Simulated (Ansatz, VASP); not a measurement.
## SiC in VASP and in Ansatz

POSCAR

```
SiC
1.0
    0.0000000000      2.2208975241      2.2208975241
    2.2208975241      0.0000000000      2.2208975241
    2.2208975241      2.2208975241      0.0000000000
Si C
1 1
Direct
    0.0000000000      0.0000000000      0.0000000000
    0.2500000000      0.2500000000      0.2500000000
```

The input INCAR.step1:

```
PREC = Accurate ; ENCUT = 520
ISMEAR = 0 ; SIGMA = 0.02
LREAL = False ; LASPH = True
NELM = 80 ; NBANDS = 11
GGA = PE ; ALGO = Normal
EDIFF = 1E-4 ; LWAVE = True
LCHARG = False
```

Contents of INCAR.step2:

```
PREC = Accurate ; ENCUT = 520
EDIFF = 1E-6 ; ISMEAR = 0
SIGMA = 0.02 ; LREAL = False
LASPH = True ; NELM = 80
ALGO = Normal ; ISIF = 2
LWAVE = False ; LCHARG = False
METAGGA = R2SCAN ; LMIXTAU = True
NBANDS = 11 ; ISTART = 1
```

File KPOINTS:

```
Automatic mesh
0
Gamma
  10 10 10
```

Input for Ansatz:

```yaml
crystal:
  lattice:
    - [0.0, 2.2208975241, 2.2208975241]
    - [2.2208975241, 0.0, 2.2208975241]
    - [2.2208975241, 2.2208975241, 0.0]
  atoms:
    - { symbol: Si, position: [0.0, 0.0, 0.0] }
    - { symbol: C, position: [0.25, 0.25, 0.25] }
basis:
  ecutwfc: 500
kpoints:
  mp_grid: { grid: [10, 10, 10] }
hamiltonian:
  xc: r2scan
scf:
  occupations: { method: gaussian, width: 0.02 }
output:
  forces: true
  stress: true
  eigenvalues: true
```

Alike in both runs: task single point; functional r2SCAN; k mesh 10 × 10 × 10; occupations gaussian, width 0.02 eV; no spin polarisation.

|  | VASP | Ansatz |
| --- | --- | --- |
| version | VASP 6.6.1 | Ansatz 0.2.0 |
| potentials or method | VASP PAW PBE potentials, release 64 (Si, C), cutoff 520 eV | scalar-relativistic, plane waves, PAW |
| valence electrons in the cell | 8 | 8 |

Ansatz gave:

| Property | Result |
| --- | --- |
| gap on the k mesh at the Fermi level (eV) | 1.75 |
| least direct gap on the mesh (eV) | 4.97 |
| pressure (GPa) | -11.8 |

Question: Estimate VASP's values.

Answer: gap on the k mesh at the Fermi level (eV): 1.76; least direct gap on the mesh (eV): 4.98; pressure (GPa): -12.0.

VASP's potentials were made for PBE, not for r2SCAN.
